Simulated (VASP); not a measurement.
Wanted: the native input for a VASP 6.6.1 run.

* Task: single point
* Functional: PBE
* Potentials or basis: VASP PAW PBE potentials, release 64 (V_sv)
* Cutoff: 520 eV
* k mesh: 3 × 3 × 3
* Occupations: gaussian, width 0.1 eV
* Spin: no spin polarisation
* Dipole correction: no
* Further INCAR settings: ALGO = Fast; EDIFF = 1e-07; NBANDS = 90

The structure of V lies in POSCAR:

```
V
1.0
    2.5069492261      1.4473878106      8.8043557352
   -2.5069492261      1.4473878106      8.8043557352
    0.0000000000     -2.8947756210      8.8043557352
V
12
Direct
    0.0478685688      0.5447353502      0.0478685688
    0.0478685688      0.0478685688      0.5447353502
    0.5447353502      0.0478685688      0.0478685688
    0.9521314312      0.4552646498      0.9521314312
    0.4552646498      0.9521314312      0.9521314312
    0.9521314312      0.9521314312      0.4552646498
    0.2099930872      0.7024507269      0.2099930872
    0.2099930872      0.2099930872      0.7024507269
    0.7024507269      0.2099930872      0.2099930872
    0.7900069128      0.2975492731      0.7900069128
    0.2975492731      0.7900069128      0.7900069128
    0.7900069128      0.7900069128      0.2975492731
```

These files were run (other wordings do the same):

INCAR

```
PREC = Accurate ; ENCUT = 520
EDIFF = 1E-7 ; ISMEAR = 0
SIGMA = 0.1 ; LREAL = F
LASPH = T ; NELM = 80
ALGO = Fast ; ISIF = 2
LWAVE = F ; LCHARG = T
GGA = PE ; LELF = T
LVHAR = T ; NBANDS = 90
```

KPOINTS

```
Automatic mesh
0
Gamma
  3 3 3
```

Potentials or basis: VASP PAW PBE potentials, release 64 (V_sv).

Launch:

```console
$ cat potpaw_PBE.64/V_sv/POTCAR > POTCAR
$ mpirun -np 1 vasp_std > vasp.out
```

Results of the run:

```
Pressure               : 0.2 GPa
Largest force          : 0.034 eV/Å
Band gap on the k mesh : zero (band 78 reaches 8.33 eV, above the bottom of band 79 at 7.64 eV)
```

Caveat: the k points lie up to 0.49 Å⁻¹ apart.

Run time: 8.9 min on 1 thread of Intel(R) Xeon(R) 6975P-C (Granite Rapids), with other jobs on the host, peak memory 0.61 GiB.
